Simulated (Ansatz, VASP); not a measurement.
## As: VASP beside Ansatz

```xyz
4
Lattice="1.7877 -5.3877 0.0000 1.7877 5.3877 0.0000 0.0000 0.0000 4.3787" Properties=species:S:1:pos:R:3 pbc="T T T"
As    1.7877    1.1853    2.4521
As    1.7877   -4.2024    4.1160
As    1.7877   -1.1853    1.9266
As    1.7877    4.2024    0.2627
```

Alike in both runs: task single point; functional LDA; k mesh 8 × 8 × 6; occupations fermi-dirac, width 0.05 eV; no spin polarisation.

|  | VASP | Ansatz |
| --- | --- | --- |
| version | VASP 6.6.1 | Ansatz 0.2.0 |
| potentials or method | VASP PAW LDA potentials, release 64 (As) | Ansatz PAW |
| plane-wave cutoff (eV) | 520 | 420 |
| valence electrons in the cell | 20 | 60 |

Ansatz gave:

```
gap on the k mesh at the Fermi level (eV)                     : none
pressure (GPa)                                                : 2.8
traceless stress, the component that is largest in VASP (GPa) : -1.27
rms of the force components (eV/Å)                            : 0.230
```

Question: What did VASP give for the same quantities?

Answer: gap on the k mesh at the Fermi level (eV): none; pressure (GPa): 3.4; traceless stress, the component that is largest in VASP (GPa): -1.31; rms of the force components (eV/Å): 0.285.

LDA's correlation is that of Perdew and Zunger in VASP and of Perdew and Wang (1992) in Ansatz. Atom by atom the forces differ by 0.057 eV/Å (rms over components). A gap of «none» marks a metal or a gap that the smearing closes. VASP's potentials hold 20 valence electrons a cell and Ansatz's 60, so a difference there can come from the potentials and not from the codes.
